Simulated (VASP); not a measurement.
# Zr2O (P4_2/nnm) in VASP: further runs, part 2 of 2

VASP 6.6.1. The steps go on from the part before.

**3. Single point, PBEsol**

This run uses another cell than the first one, of the same volume but with other edges.

Input file INCAR:

```
SYSTEM = Zr2O
PREC = Accurate ; ENCUT = 520
EDIFF = 1E-6 ; ISMEAR = 0
SIGMA = 0.15 ; LREAL = .False.
LASPH = .True. ; NELM = 100
ALGO = Normal ; ISIF = 2
LWAVE = .False. ; LCHARG = .False.
GGA = PS ; NBANDS = 39
```

Input file KPOINTS:

```
regular mesh
0
Gamma
  12 12 12
  0 0 0
```

Input file POSCAR:

```
Zr2O
1.0
    4.9355781721      0.0000000000      0.0000000000
    0.0000000000      4.9355781721      0.0000000000
    0.0000000000      0.0000000000      4.5407319183
Zr O
4 2
Direct
    0.2500000000      0.2500000000      0.7500000000
    0.7500000000      0.2500000000      0.2500000000
    0.2500000000      0.7500000000      0.2500000000
    0.7500000000      0.7500000000      0.7500000000
    0.0000000000      0.0000000000      0.0000000000
    0.5000000000      0.5000000000      0.5000000000
```

Potentials or basis: VASP PAW PBE potentials, release 64 (Zr_sv, O).

The run is started by

```console
$ cat potpaw_PBE.64/Zr_sv/POTCAR potpaw_PBE.64/O/POTCAR > POTCAR
$ mpirun -np 1 vasp_std > vasp.out
```

OUTCAR:

```text
SYSTEM = Zr2O
   PREC = Accurate
   ENCUT = 520
   EDIFF = 1E-6
   ISMEAR = 0
   LREAL = .False.
   LASPH = .True.
   NELM = 100
   ISIF = 2
   GGA = PS

 ion  position               nearest neighbor table
   1  0.250  0.250  0.750-   5 2.08   6 2.08   2 3.35   3 3.35   2 3.35   3 3.35   3 3.35   3 3.35
                             2 3.35   2 3.35   4 3.49   4 3.49   4 3.49   4 3.49
   2  0.750  0.250  0.250-   5 2.08   6 2.08   1 3.35   4 3.35   1 3.35   4 3.35   4 3.35   4 3.35
                             1 3.35   1 3.35   3 3.49   3 3.49   3 3.49   3 3.49
   3  0.250  0.750  0.250-   5 2.08   6 2.08   1 3.35   4 3.35   1 3.35   4 3.35   1 3.35   1 3.35
                             4 3.35   4 3.35   2 3.49   2 3.49   2 3.49   2 3.49
   4  0.750  0.750  0.750-   5 2.08   6 2.08   2 3.35   3 3.35   2 3.35   3 3.35   2 3.35   2 3.35
                             3 3.35   3 3.35   1 3.49   1 3.49   1 3.49   1 3.49
   5  0.000  0.000  0.000-   1 2.08   2 2.08   3 2.08   4 2.08
   6  0.500  0.500  0.500-   1 2.08   2 2.08   3 2.08   4 2.08

  LATTYP: Found a simple tetragonal cell.
 ALAT       =     4.9355781721
 C/A-ratio  =     0.9200000000

  Lattice vectors:

 A1 = (   4.9355781721,   0.0000000000,   0.0000000000)
 A2 = (   0.0000000000,   4.9355781721,   0.0000000000)
 A3 = (   0.0000000000,   0.0000000000,   4.5407319183)

Analysis of symmetry for initial positions (statically):
=====================================================================
 Subroutine PRICEL returns:
 Original cell was already a primitive cell.

 Routine SETGRP: Setting up the symmetry group for a
 simple tetragonal supercell.

 Subroutine GETGRP returns: Found 16 space group operations
 (whereof  8 operations were pure point group operations)
 out of a pool of 16 trial point group operations.

The static configuration has the point symmetry D_2d.
 The point group associated with its full space group is D_4h.

Analysis of symmetry for dynamics (positions and initial velocities):
=====================================================================
 Subroutine PRICEL returns:
[... 143 lines left out ...]
   GGA     = PS    functional components
   LHFCALC =     F    Hartree Fock is set to
   AEXX    =    0.0000 exact exchange contribution
   IVDW    =     0    specifies the selected vdW correction
   LEPSILON=     F    determine dielectric tensor
   LRPA    =     F    only Hartree local field effects (RPA)
 non-spin polarized calculation
 Gauss-broadening in eV      SIGMA  =   0.15
  energy-cutoff  :      520.00
  volume of cell :      110.61
 maximum number of plane-waves:      3013
 NGX is ok and might be reduce to    40

 number of electron      59.9999996 magnetization

 Free energy of the ion-electron system (eV)
  ---------------------------------------------------
  ext. energy  EPLUGINS =         0.00000000
  ---------------------------------------------------
  free energy    TOTEN  =       -56.53434560 eV

  energy without entropy =      -56.44078717  energy(sigma->0) =      -56.48756639

 E-fermi :   8.2999     XC(G=0): -11.0966

 val. band max:        8.2987664583   @ k =   0.2500   0.0833   0.4167
 cond. band min:       8.3003414195   @ k =   0.4167   0.4167   0.3333
 fundamental gap:      0.0015749611
 Fermi energy:         8.2998781568

 k-point     1 :       0.0000    0.0000    0.0000
  band No.  band energies     occupation
      1     -40.7569      2.00000
      2     -40.6541      2.00000
      3     -40.6541      2.00000
      4     -40.6317      2.00000
      5     -20.1575      2.00000
      6     -19.0156      2.00000
[... 997 lines left out ...]
     38      10.6958      0.00000
     39      11.2644      0.00000

 [... further k-points ...]

------------------------ aborting loop because EDIFF is reached ----------------------------------------

  FORCE on cell =-STRESS in cart. coord.  units (eV):
  Direction    XX          YY          ZZ          XY          YZ          ZX
  --------------------------------------------------------------------------------------
  -------------------------------------------------------------------------------------
  Total       -0.9619701     -0.9619701      1.5357613      0.0000000      0.0000000      0.0000000
  in kB      -13.9338210    -13.9338210     22.2449980      0.0000000      0.0000000      0.0000000
  external PRESSURE =      -1.8742146 kB  Pullay stress =       0.0000000 kB

 VOLUME and BASIS-vectors are now :
 -----------------------------------------------------------------------------
  energy-cutoff  :      520.00
  volume of cell :      110.61
      direct lattice vectors                 reciprocal lattice vectors
     4.935578172  0.000000000  0.000000000     0.202610508  0.000000000  0.000000000
     0.000000000  4.935578172  0.000000000     0.000000000  0.202610508  0.000000000
     0.000000000  0.000000000  4.540731918     0.000000000  0.000000000  0.220228813

 POSITION                                       TOTAL-FORCE (eV/Angst)
 -----------------------------------------------------------------------------------
      1.23389      1.23389      3.40555         0.000000     -0.000000     -0.000000
      3.70168      1.23389      1.13518         0.000000     -0.000000     -0.000000
      1.23389      3.70168      1.13518        -0.000000     -0.000000     -0.000000
      3.70168      3.70168      3.40555        -0.000000      0.000000      0.000000
      0.00000      0.00000      0.00000        -0.000000      0.000000     -0.000000
      2.46779      2.46779      2.27037        -0.000000      0.000000     -0.000000
 -----------------------------------------------------------------------------------
    total drift:                                0.000000      0.000000      0.000000

  FREE ENERGIE OF THE ION-ELECTRON SYSTEM (eV)
  ---------------------------------------------------
  free  energy   TOTEN  =       -56.5343455976 eV

  energy  without entropy=      -56.4407871738  energy(sigma->0) =      -56.48756639
```

OSZICAR:

```text
N       E                     dE             d eps       ncg     rms          rms(c)
DAV:   1     0.603038039769E+03    0.60304E+03   -0.32036E+04 15288   0.153E+03
DAV:   2    -0.820932750103E+01   -0.61125E+03   -0.59481E+03 17674   0.448E+02
DAV:   3    -0.593835724171E+02   -0.51174E+02   -0.50249E+02 23881   0.107E+02
DAV:   4    -0.629739918960E+02   -0.35904E+01   -0.35818E+01 22640   0.248E+01
DAV:   5    -0.631348653832E+02   -0.16087E+00   -0.16085E+00 20883   0.409E+00    0.327E+01
DAV:   6    -0.567870266495E+02    0.63478E+01   -0.34756E+01 17490   0.287E+01    0.144E+01
DAV:   7    -0.565698278201E+02    0.21720E+00   -0.30168E+00 18998   0.784E+00    0.763E+00
DAV:   8    -0.565328100717E+02    0.37018E-01   -0.44006E-01 19695   0.345E+00    0.109E+00
DAV:   9    -0.565339723562E+02   -0.11623E-02   -0.41279E-02 20318   0.122E+00    0.521E-01
DAV:  10    -0.565343861990E+02   -0.41384E-03   -0.24940E-03 18148   0.381E-01    0.810E-02
DAV:  11    -0.565343460408E+02    0.40158E-04   -0.21376E-04 21151   0.848E-02    0.359E-02
DAV:  12    -0.565343457620E+02    0.27882E-06   -0.24823E-05 19154   0.333E-02    0.636E-03
DAV:  13    -0.565343455976E+02    0.16443E-06   -0.13053E-06 12420   0.708E-03
   1 F= -.56534346E+02 E0= -.56487566E+02  d E =-.935584E-01
```

stdout:

```text
POSCAR found type information on POSCAR ZrO
 POSCAR found :  2 types and       6 ions
 scaLAPACK will be used
 -----------------------------------------------------------------------------
|                                                                             |
|                                                                             |
|     You enforced a specific xc type in the INCAR file but a different       |
|     I HOPE YOU KNOW WHAT YOU ARE DOING!                                     |
|                                                                             |
 -----------------------------------------------------------------------------

 LDA part: xc-table for (Slater+PW92), standard interpolation
 POSCAR, INCAR and KPOINTS ok, starting setup
 FFT: planning ... GRIDC
 FFT: planning ... GRID_SOFT
 FFT: planning ... GRID
 WAVECAR not read
 entering main loop
```

Run time: 20 min. Hardware: 1 thread of Intel Xeon 8259CL, shared host; peak memory 0.69 GiB.

Results:

| Item | Value |
| --- | --- |
| Free energy | -56.5343 eV |
| Pressure | -0.2 GPa |
| Band gap on the k mesh | zero (bands 30 and 31 overlap by 0.93 eV) |

Caveat: the PAW data sets were made with another functional, which shifts forces and pressure a little.

**4. Single point, PBEsol**

This run uses another cell than the first one, of the same volume but with other edges.

Input file INCAR:

```
SYSTEM = Zr2O
ALGO = Normal
EDIFF = 1E-6
ENCUT = 520
GGA = PS
ISIF = 2
ISMEAR = 0
LASPH = .True.
LCHARG = .True.
LELF = .True.
LREAL = .False.
LVHAR = .True.
LWAVE = .False.
NBANDS = 39
NELM = 60
PREC = Accurate
SIGMA = 0.15
```

Input file KPOINTS:

```
k-points
0
Gamma
  12 12 12
  0 0 0
```

Changes to POSCAR since step 3:

```diff
@@ -2,5 +2,5 @@
 1.0
-    4.9355781721      0.0000000000      0.0000000000
-    0.0000000000      4.9355781721      0.0000000000
-    0.0000000000      0.0000000000      4.5407319183
+    4.6501798390      0.0000000000      0.0000000000
+    0.0000000000      4.6501798390      0.0000000000
+    0.0000000000      0.0000000000      5.1151978229
 Zr O
```

Potentials or basis: VASP PAW PBE potentials, release 64 (Zr_sv, O).

The run is started by

```console
$ cat potpaw_PBE.64/Zr_sv/POTCAR potpaw_PBE.64/O/POTCAR > POTCAR
$ mpirun -np 1 vasp_std > vasp.out
```

OUTCAR:

```text
SYSTEM = Zr2O
   EDIFF = 1E-6
   ENCUT = 520
   GGA = PS
   ISIF = 2
   ISMEAR = 0
   LASPH = .True.
   LREAL = .False.
   NELM = 60
   PREC = Accurate

 ion  position               nearest neighbor table
   1  0.250  0.250  0.750-   5 2.08   6 2.08   4 3.29   4 3.29   4 3.29   4 3.29   3 3.46   3 3.46
                             3 3.46   3 3.46   2 3.46   2 3.46   2 3.46   2 3.46
   2  0.750  0.250  0.250-   5 2.08   6 2.08   3 3.29   3 3.29   3 3.29   3 3.29   4 3.46   1 3.46
                             4 3.46   4 3.46   1 3.46   4 3.46   1 3.46   1 3.46
   3  0.250  0.750  0.250-   5 2.08   6 2.08   2 3.29   2 3.29   2 3.29   2 3.29   4 3.46   1 3.46
                             1 3.46   1 3.46   4 3.46   4 3.46   4 3.46   1 3.46
   4  0.750  0.750  0.750-   5 2.08   6 2.08   1 3.29   1 3.29   1 3.29   1 3.29   3 3.46   2 3.46
                             2 3.46   2 3.46   3 3.46   3 3.46   3 3.46   2 3.46
   5  0.000  0.000  0.000-   1 2.08   2 2.08   3 2.08   4 2.08
   6  0.500  0.500  0.500-   1 2.08   2 2.08   3 2.08   4 2.08

  LATTYP: Found a simple tetragonal cell.
 ALAT       =     4.6501798390
 C/A-ratio  =     1.1000000000

  Lattice vectors:

 A1 = (   4.6501798390,   0.0000000000,   0.0000000000)
 A2 = (   0.0000000000,   4.6501798390,   0.0000000000)
 A3 = (   0.0000000000,   0.0000000000,   5.1151978229)

Analysis of symmetry for initial positions (statically):
=====================================================================
 Subroutine PRICEL returns:
 Original cell was already a primitive cell.

 Routine SETGRP: Setting up the symmetry group for a
 simple tetragonal supercell.

 Subroutine GETGRP returns: Found 16 space group operations
 (whereof  8 operations were pure point group operations)
 out of a pool of 16 trial point group operations.

The static configuration has the point symmetry D_2d.
 The point group associated with its full space group is D_4h.

Analysis of symmetry for dynamics (positions and initial velocities):
=====================================================================
 Subroutine PRICEL returns:
[... 143 lines left out ...]
   GGA     = PS    functional components
   LHFCALC =     F    Hartree Fock is set to
   AEXX    =    0.0000 exact exchange contribution
   IVDW    =     0    specifies the selected vdW correction
   LEPSILON=     F    determine dielectric tensor
   LRPA    =     F    only Hartree local field effects (RPA)
 non-spin polarized calculation
 Gauss-broadening in eV      SIGMA  =   0.15
  energy-cutoff  :      520.00
  volume of cell :      110.61
 maximum number of plane-waves:      3003
 NGX is ok and might be reduce to    36

 number of electron      60.0000013 magnetization

 Free energy of the ion-electron system (eV)
  ---------------------------------------------------
  ext. energy  EPLUGINS =         0.00000000
  ---------------------------------------------------
  free energy    TOTEN  =       -56.48373221 eV

  energy without entropy =      -56.39302870  energy(sigma->0) =      -56.43838046

 E-fermi :   8.2964     XC(G=0): -11.0964

 val. band max:        8.2920225181   @ k =   0.4167   0.0833   0.4167
 cond. band min:       8.2989489445   @ k =   0.5000   0.4167   0.0833
 fundamental gap:      0.0069264264
 Fermi energy:         8.2963924751

 k-point     1 :       0.0000    0.0000    0.0000
  band No.  band energies     occupation
      1     -40.7584      2.00000
      2     -40.6691      2.00000
      3     -40.6360      2.00000
      4     -40.6360      2.00000
      5     -20.1505      2.00000
      6     -19.0640      2.00000
[... 997 lines left out ...]
     38      10.9887      0.00000
     39      11.2601      0.00000

 [... further k-points ...]

------------------------ aborting loop because EDIFF is reached ----------------------------------------

  FORCE on cell =-STRESS in cart. coord.  units (eV):
  Direction    XX          YY          ZZ          XY          YZ          ZX
  --------------------------------------------------------------------------------------
  -------------------------------------------------------------------------------------
  Total        1.2307849      1.2307849     -2.9661551      0.0000000      0.0000000      0.0000000
  in kB       17.8275148     17.8275148    -42.9637818      0.0000000      0.0000000      0.0000000
  external PRESSURE =      -2.4362507 kB  Pullay stress =       0.0000000 kB

 VOLUME and BASIS-vectors are now :
 -----------------------------------------------------------------------------
  energy-cutoff  :      520.00
  volume of cell :      110.61
      direct lattice vectors                 reciprocal lattice vectors
     4.650179839  0.000000000  0.000000000     0.215045447  0.000000000  0.000000000
     0.000000000  4.650179839  0.000000000     0.000000000  0.215045447  0.000000000
     0.000000000  0.000000000  5.115197823     0.000000000  0.000000000  0.195495860

 POSITION                                       TOTAL-FORCE (eV/Angst)
 -----------------------------------------------------------------------------------
      1.16254      1.16254      3.83640         0.000000     -0.000000      0.000000
      3.48763      1.16254      1.27880         0.000000      0.000000     -0.000000
      1.16254      3.48763      1.27880         0.000000     -0.000000      0.000000
      3.48763      3.48763      3.83640        -0.000000     -0.000000     -0.000000
      0.00000      0.00000      0.00000         0.000000      0.000000     -0.000000
      2.32509      2.32509      2.55760         0.000000      0.000000     -0.000000
 -----------------------------------------------------------------------------------
    total drift:                                0.000000     -0.000000      0.000000

  FREE ENERGIE OF THE ION-ELECTRON SYSTEM (eV)
  ---------------------------------------------------
  free  energy   TOTEN  =       -56.4837322134 eV

  energy  without entropy=      -56.3930287005  energy(sigma->0) =      -56.43838046
```

OSZICAR:

```text
N       E                     dE             d eps       ncg     rms          rms(c)
DAV:   1     0.602010885923E+03    0.60201E+03   -0.32072E+04 15288   0.153E+03
DAV:   2    -0.780262056581E+01   -0.60981E+03   -0.59338E+03 17564   0.447E+02
DAV:   3    -0.592403045990E+02   -0.51438E+02   -0.50492E+02 23857   0.107E+02
DAV:   4    -0.629110673686E+02   -0.36708E+01   -0.36611E+01 22776   0.249E+01
DAV:   5    -0.630745547052E+02   -0.16349E+00   -0.16346E+00 20967   0.408E+00    0.326E+01
DAV:   6    -0.567373639506E+02    0.63372E+01   -0.34757E+01 17407   0.287E+01    0.144E+01
DAV:   7    -0.565185753670E+02    0.21879E+00   -0.30375E+00 19042   0.788E+00    0.759E+00
DAV:   8    -0.564820989573E+02    0.36476E-01   -0.43904E-01 19513   0.344E+00    0.109E+00
DAV:   9    -0.564833663609E+02   -0.12674E-02   -0.42667E-02 20407   0.123E+00    0.507E-01
DAV:  10    -0.564837713551E+02   -0.40499E-03   -0.24914E-03 18177   0.378E-01    0.847E-02
DAV:  11    -0.564837322274E+02    0.39128E-04   -0.21773E-04 21094   0.853E-02    0.377E-02
DAV:  12    -0.564837323029E+02   -0.75545E-07   -0.24578E-05 19161   0.334E-02    0.632E-03
DAV:  13    -0.564837322134E+02    0.89563E-07   -0.12585E-06 12323   0.701E-03
   1 F= -.56483732E+02 E0= -.56438380E+02  d E =-.907035E-01
```

It took 4.4 min on 1 thread of Intel Xeon 6975P-C (Granite Rapids), shared host; peak memory 0.67 GiB.

What came out:

* Free energy: -56.4837 eV
* Pressure: -0.2 GPa
* Band gap on the k mesh: zero (bands 30 and 31 overlap by 0.89 eV)

Caveat: the stress differs along the axes, from -4 to 2 GPa; the PAW data sets were made with another functional, which shifts forces and pressure a little.

**5. Overview**

```csv
cell,gap on the mesh (eV),pressure (GPa)
"a = 5.542, b = 5.542, c = 3.602 Å, 6 atoms",none,-6.6
"a = 4.936, b = 4.936, c = 4.541 Å, 6 atoms",none,-0.2
"a = 4.650, b = 4.650, c = 5.115 Å, 6 atoms",none,-0.2
```

Alike in all rows: task single point; level PBEsol; potentials or basis VASP PAW PBE potentials, release 64 (Zr_sv, O); no spin polarisation; k mesh 12 × 12 × 12; cutoff (eV) 520; smearing gaussian 0.15 eV.

Caveats: the PAW data sets were made with another functional, which shifts forces and pressure a little; the stress differs along the axes, from -10 to -0 GPa (at least some runs); the stress differs along the axes, from -4 to 2 GPa (at least some runs).

Total energies depend on the potentials used, so only differences within one code and one set of settings carry meaning.
